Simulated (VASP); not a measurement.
# CuSn2 (P-3m1) in VASP: relaxation of cell and atoms with PBE

Aim: the relaxation of cell and atoms of CuSn2 with PBE.

Program: VASP 6.6.1. These are calculated values, not measurements. Logs are shortened: lines on timing, memory, paths and dates and some standing lists are left out, and cuts for length are marked.

## 1. The cell of the first run

Symmetry: P-3m1, No. 164, trigonal system. The conventional cell has a = 3.208 Å, b = 3.208 Å, c = 15.461 Å, α = 90.00°, β = 90.00°, γ = 120.00°. Within 4.2 Å of Cu (site symmetry 3m) lie 9 Cu at 3.17 to 3.21 Å and 3 Sn at 3.17 Å. Within 4.2 Å of Sn (site symmetry 3m) lie 3 Cu at 3.17 Å and 9 Sn at 3.17 to 3.21 Å. Within 4.2 Å of Sn (site symmetry 3m) lie 12 Sn at 3.17 to 3.21 Å.

## 2. Relaxation of cell and atoms, PBE

The input, INCAR:

```
SYSTEM = CuSn2
PREC     = Accurate       ! precision mode
ENCUT    = 600            ! plane-wave cutoff, eV
EDIFF    = 1E-7           ! SCF threshold, eV
ISMEAR   = 0              ! smearing method
SIGMA    = 0.1            ! smearing width, eV
LREAL    = .FALSE.        ! projectors in reciprocal space
LASPH    = .TRUE.         ! aspherical terms in the spheres
NELM     = 80             ! most SCF steps
ALGO     = Fast           ! electronic algorithm
ISIF     = 3              ! what is computed and relaxed
LWAVE    = .FALSE.        ! write WAVECAR
LCHARG   = .FALSE.        ! write CHGCAR
GGA      = PE             ! functional
IBRION   = 2              ! ionic algorithm
NSW      = 90             ! ionic steps
EDIFFG   = -0.04          ! ionic threshold
```

The input, KPOINTS:

```
Automatic mesh
0
G
  6 6 1
  0 0 0
```

The input, POSCAR:

```
CuSn2
1.0
    3.2084458000      0.0000000000      0.0000000000
   -1.6042229000      2.7785955700      0.0000000000
    0.0000000000      0.0000000000     15.4613900100
Cu Sn
2 4
Direct
    0.3333333300      0.6666666700      0.4166666700
    0.6666666700      0.3333333300      0.5833333300
    0.3333333300      0.6666666700      0.7500000000
    0.3333333300      0.6666666700      0.0833333300
    0.6666666700      0.3333333300      0.9166666700
    0.6666666700      0.3333333300      0.2500000000
```

Potentials or basis: VASP PAW PBE potentials, release 64 (Cu, Sn_d).

Command:

```sh
$ cat potpaw_PBE.64/Cu/POTCAR potpaw_PBE.64/Sn_d/POTCAR > POTCAR
$ mpirun -np 1 vasp_std > vasp.out
```

OUTCAR:

```text
SYSTEM = CuSn2
   PREC = Accurate
   ENCUT = 600
   EDIFF = 1E-7
   ISMEAR = 0
   LREAL = .FALSE.
   LASPH = .TRUE.
   NELM = 80
   ISIF = 3
   GGA = PE
   IBRION = 2
   NSW = 90
   EDIFFG = -0.04

 ion  position               nearest neighbor table
   1  0.333  0.667  0.417-   6 3.17   6 3.17   6 3.17
   2  0.667  0.333  0.583-   3 3.17   3 3.17   3 3.17
   3  0.333  0.667  0.750-   2 3.17   5 3.17   2 3.17   5 3.17   2 3.17   5 3.17
   4  0.333  0.667  0.083-   5 3.17   5 3.17   5 3.17   6 3.17   6 3.17   6 3.17
   5  0.667  0.333  0.917-   4 3.17   4 3.17   4 3.17   3 3.17   3 3.17   3 3.17
   6  0.667  0.333  0.250-   1 3.17   4 3.17   1 3.17   4 3.17   1 3.17   4 3.17

  LATTYP: Found a hexagonal cell.
 ALAT       =     3.2084458000
 C/A-ratio  =     4.8189656219

  Lattice vectors:

 A1 = (   3.2084458000,   0.0000000000,   0.0000000000)
 A2 = (  -1.6042229000,   2.7785955700,   0.0000000000)
 A3 = (   0.0000000000,   0.0000000000,  15.4613900100)

Analysis of symmetry for initial positions (statically):
=====================================================================
 Subroutine PRICEL returns:
 Original cell was already a primitive cell.

 Routine SETGRP: Setting up the symmetry group for a
 hexagonal supercell.

 Subroutine GETGRP returns: Found 12 space group operations
 (whereof 12 operations were pure point group operations)
 out of a pool of 24 trial point group operations.

The static configuration has the point symmetry D_3d.

Analysis of symmetry for dynamics (positions and initial velocities):
=====================================================================
 Subroutine PRICEL returns:
 Original cell was already a primitive cell.

 Routine SETGRP: Setting up the symmetry group for a
 hexagonal supercell.

 Subroutine GETGRP returns: Found 12 space group operations
 (whereof 12 operations were pure point group operations)
 out of a pool of 24 trial point group operations.

The dynamic configuration has the point symmetry D_3d.

 Subroutine INISYM returns: Found 12 space group operations
 (whereof 12 operations are pure point group operations),
 and found     1 'primitive' translations

----------------------------------------------------------------------------------------

                                     Primitive cell

  volume of cell :     137.8379

  direct lattice vectors                    reciprocal lattice vectors
[... 81 lines left out ...]
   IBRION =      2    ionic relax: 0-MD 1-quasi-New 2-CG
   NFREE  =      1    steps in history (QN), initial steepest desc. (CG)
   ISIF   =      3    stress and relaxation
   ISYM   =      2    0-nonsym 1-usesym 2-fastsym
   POTIM  = 0.5000    time-step for ionic-motion
   TEBEG  =    0.0;   TEEND  =   0.0 temperature during run
   PSTRESS=    0.0 pullay stress
   NELECT =      78.0000    total number of electrons
   NUPDOWN=      -1.0000    fix difference up-down
   EMIN   =  10.00;   EMAX   =-10.00  energy-range for DOS
   EFERMI =   0.00;   METHOD = LEGACY
   ISMEAR =     0;   SIGMA  =   0.10  broadening in eV -4-tet -1-fermi 0-gaus
   EFERMI_NEDOS =   21; number of points for ismear=-14 and -15
   IALGO  =     68    algorithm
   IMIX   =      4    mixing-type and parameters
     AMIX     =   0.40;   BMIX     =  1.00
     AMIX_MAG =   1.60;   BMIX_MAG =  1.00
  volume/ion in A,a.u.               =      22.97       155.03
  Fermi-wavevector in a.u.,A,eV,Ry     =   1.354098  2.558875 24.947398  1.833582
  Thomas-Fermi vector in A             =   2.481298
   LORBIT       =      0    0 simple, 1 ext, 2 COOP (PROOUT), +10 PAW based schemes
   GGA     = PE    functional components
   LHFCALC =     F    Hartree Fock is set to
   AEXX    =    0.0000 exact exchange contribution
   IVDW    =     0    specifies the selected vdW correction
   LEPSILON=     F    determine dielectric tensor
   LRPA    =     F    only Hartree local field effects (RPA)
 conjugate gradient relaxation of ions
 non-spin polarized calculation
 RMM-DIIS sequential band-by-band and
 Gauss-broadening in eV      SIGMA  =   0.10
  energy-cutoff  :      600.00
  volume of cell :      137.84
 maximum number of plane-waves:      4639
 NGX is ok and might be reduce to    28
   NGX = 13   NGY = 13   NGZ = 61

--------------------------------------- Ionic step        1  -------------------------------------------

 number of electron      77.9999995 magnetization

 Free energy of the ion-electron system (eV)
  ---------------------------------------------------
  ext. energy  EPLUGINS =         0.00000000
  ---------------------------------------------------
  free energy    TOTEN  =       -20.11320330 eV

  energy without entropy =      -20.08886698  energy(sigma->0) =      -20.10103514

------------------------ aborting loop because EDIFF is reached ----------------------------------------

  FORCE on cell =-STRESS in cart. coord.  units (eV):
  Direction    XX          YY          ZZ          XY          YZ          ZX
  --------------------------------------------------------------------------------------
  -------------------------------------------------------------------------------------
  Total        2.0534323      2.0534323      1.1667952     -0.0000000      0.0000000      0.0000000
  in kB       23.8683494     23.8683494     13.5624022     -0.0000000      0.0000000      0.0000000
  external PRESSURE =      20.4330337 kB  Pullay stress =       0.0000000 kB
[... 101 lines left out ...]
  FREE ENERGIE OF THE ION-ELECTRON SYSTEM (eV)
  ---------------------------------------------------
  free  energy   TOTEN  =       -20.5672871732 eV

  energy  without entropy=      -20.5466346423  energy(sigma->0) =      -20.55696091

[... ionic steps 4 to 17 ...]

--------------------------------------- Ionic step       18  -------------------------------------------

 number of electron      78.0000023 magnetization

------------------------ aborting loop because EDIFF is reached ----------------------------------------
[... 75 lines left out ...]
--------------------------------------- Ionic step       20  -------------------------------------------

 number of electron      78.0000018 magnetization

 Free energy of the ion-electron system (eV)
  ---------------------------------------------------
  ext. energy  EPLUGINS =         0.00000000
  ---------------------------------------------------
  free energy    TOTEN  =       -22.03900682 eV

  energy without entropy =      -22.03176058  energy(sigma->0) =      -22.03538370

 E-fermi :   7.7726     XC(G=0): -10.6247

 val. band max:        7.6748800140   @ k =   0.3333   0.1667   0.0000
 cond. band min:       8.0198713455   @ k =   0.3333   0.3333   0.0000
 fundamental gap:      0.3449913315
 Fermi energy:         7.7726362336

 k-point     1 :       0.0000    0.0000    0.0000
  band No.  band energies     occupation
      1     -14.0534      2.00000
      2     -14.0423      2.00000
      3     -14.0081      2.00000
      4     -14.0081      2.00000
      5     -14.0049      2.00000
      6     -14.0049      2.00000
[... 365 lines left out ...]
  FREE ENERGIE OF THE ION-ELECTRON SYSTEM (eV)
  ---------------------------------------------------
  free  energy   TOTEN  =       -22.0390068244 eV

  energy  without entropy=      -22.0317605812  energy(sigma->0) =      -22.03538370

 reached required accuracy - stopping structural energy minimisation
```

OSZICAR:

```text
N       E                     dE             d eps       ncg     rms          rms(c)
DAV:   1     0.884357928607E+03    0.88436E+03   -0.40436E+04   644   0.299E+03
DAV:   2     0.129223070025E+03   -0.75513E+03   -0.74093E+03   644   0.740E+02
DAV:   3    -0.120569878590E+02   -0.14128E+03   -0.13628E+03   708   0.267E+02
[... 372 lines left out ...]
RMM:  14    -0.220390075230E+02    0.48242E-06   -0.45379E-07   579   0.630E-03    0.153E-02
RMM:  15    -0.220390071458E+02    0.37715E-06   -0.29584E-07   426   0.549E-03    0.117E-02
RMM:  16    -0.220390070053E+02    0.14052E-06   -0.15892E-07   374   0.392E-03    0.809E-03
RMM:  17    -0.220390068778E+02    0.12751E-06   -0.16629E-07   372   0.413E-03    0.464E-03
RMM:  18    -0.220390068244E+02    0.53351E-07   -0.84475E-08   371   0.283E-03
  20 F= -.22039007E+02 E0= -.22035384E+02  d E =-.361336E-03
```

CONTCAR:

```text
CuSn2
   1.00000000000000
     3.2631358557463250    0.0000000000000002    0.0000000000000000
    -1.6315679278731625    2.8259585476235616   -0.0000000000000000
     0.0000000000000001    0.0000000000000003   14.8197148275180268
  Cu              Sn
     2     4
Direct
     0.3333333300000021    0.6666666699999979    0.4449816771287433
     0.6666666699999979    0.3333333300000021    0.5550183228712569
     0.3333333300000021    0.6666666699999979    0.6923522673142110
     0.3333333300000021    0.6666666699999979    0.0988803130336986
     0.6666666699999979    0.3333333300000021    0.9011196869663013
     0.6666666699999979    0.3333333300000021    0.3076477326857892

  0.00000000E+00  0.00000000E+00  0.00000000E+00
  0.00000000E+00  0.00000000E+00  0.00000000E+00
  0.00000000E+00  0.00000000E+00  0.00000000E+00
  0.00000000E+00  0.00000000E+00  0.00000000E+00
  0.00000000E+00  0.00000000E+00  0.00000000E+00
  0.00000000E+00  0.00000000E+00  0.00000000E+00
```

Run time: 24 min. Hardware: 1 thread of AMD EPYC 7R13 (Zen 3), shared host; peak memory 0.3 GiB.

Results:

```yaml
Free_energy: -22.0390 eV
Relaxed_volume: 22.78 Å³/atom
Relaxed_cell: a = 3.263 Å, b = 3.263 Å, c = 14.820 Å, α = 90.00°, β = 90.00°, γ = 120.00°
Space_group_after_relaxing_to_0.1_Å: P-3m1 (No. 164)
Energy_gained_by_relaxing: 321.0 meV/atom
Ionic_steps: 20
Pressure_after_relaxing: -0.2 GPa
Largest_force_after_relaxing: 0.026 eV/Å
Band_gap_on_the_k_mesh: zero (bands 39 and 40 overlap by 3.99 eV)
```

Forces in eV/Å, atoms in the order of the input:
```
Cu   0.000  0.000  0.012
Cu   0.000  0.000 -0.012
Sn   0.000  0.000 -0.023
Sn   0.000  0.000 -0.026
Sn   0.000  0.000  0.026
Sn   0.000  0.000  0.023
```

The path:
```tsv
step	energy change (eV)	largest force (eV/Å)	pressure (GPa)	volume (Å³)
1	0.0000	1.8578	2.04	137.84
2	-0.3230	1.3550	-1.08	143.76
3	-0.4541	0.9441	-3.53	151.01
4	-0.7341	0.8429	-2.28	145.48
5	-0.9894	1.6056	2.94	133.40
6	-0.9970	1.4120	1.71	135.48
7	-1.2375	1.1849	1.55	134.71
8	-1.4628	1.6444	3.61	132.32
9	-1.6990	1.1346	0.68	137.47
10	-1.7673	0.6597	-1.27	142.52
11	-1.8460	0.4472	-0.54	139.88
12	-1.8913	0.3392	0.65	136.69
13	-1.8925	0.3227	0.99	135.96
14	-1.9070	0.1548	-0.01	137.82
15	-1.9073	0.1265	-0.17	138.16
16	-1.9110	0.1128	-0.16	137.92
17	-1.9196	0.0724	-0.08	137.20
18	-1.9253	0.0439	0.15	135.78
19	-1.9254	0.0478	0.11	135.98
20	-1.9258	0.0263	-0.23	136.66
```

Final structure:
```
CELL_PARAMETERS angstrom
3.26314 0.00000 0.00000
-1.63157 2.82596 0.00000
0.00000 0.00000 14.81971
ATOMIC_POSITIONS crystal
Cu 0.33333 0.66667 0.44498
Cu 0.66667 0.33333 0.55502
Sn 0.33333 0.66667 0.69235
Sn 0.33333 0.66667 0.09888
Sn 0.66667 0.33333 0.90112
Sn 0.66667 0.33333 0.30765
```

Levels at points of the mesh, in eV from the Fermi level:
```
           k point  band 38  band 39  band 40  band 41  band 42  band 43
(0.00, 0.00, 0.00)     0.80     2.08     7.01     7.01     7.45     7.45
(0.50, 0.00, 0.00)    -2.09    -0.99    -0.74     0.90     1.19     2.65
```

Caveat: the k points lie up to 0.42 Å⁻¹ apart in the final cell, too coarse for converged energies and pressures of a metal; spin-orbit coupling is left out, which moves the levels of the heavy elements.
